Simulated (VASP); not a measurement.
Ge: single point with PBE

Crystal: Ge.

```
Ge
1.0
     2.72474    0.00000    0.00000
     0.00000    2.72474    0.00000
     0.00000    0.00000    2.72474
Ge
1
Direct
  0.00000 0.00000 0.00000
```

```
Program                : VASP 6.6.1
Task                   : single point
Functional             : PBE
Potentials or basis    : VASP PAW PBE potentials, release 64 (Ge_d)
Cutoff                 : 520 eV
k mesh                 : 8 × 8 × 8
Occupations            : fermi-dirac, width 0.05 eV
Spin                   : no spin polarisation
Dipole correction      : no
Further INCAR settings : ALGO = Normal; EDIFF = 1e-07; NBANDS = 13
```

```
Pressure               : -0.1 GPa
Band gap on the k mesh : zero (band 7 reaches 12.26 eV, above the bottom of band 8 at 3.29 eV)
```

Levels at points of the mesh, in eV from the Fermi level:
```tsv
k point	band 3	band 4	band 5	band 6	band 7	band 8	band 9	band 10	band 11	band 12
(0.00, 0.00, 0.00)	-24.40	-24.40	-24.40	-12.59	6.51	6.51	6.51	9.98	9.98	12.28
(0.50, 0.00, 0.00)	-24.46	-24.45	-24.39	-8.96	-5.46	9.30	9.30	13.13	15.07	16.19
(0.50, 0.50, 0.00)	-24.45	-24.45	-24.33	-5.11	-2.46	-2.46	3.23	12.02	19.20	19.20
(0.50, 0.50, 0.50)	-24.53	-24.32	-24.32	-0.69	0.34	0.34	0.34	6.89	6.89	6.89
```

It took 3.2 s on 1 thread of Intel(R) Xeon(R) 6975P-C (Granite Rapids), with other jobs on the host, peak memory 0.12 GiB.
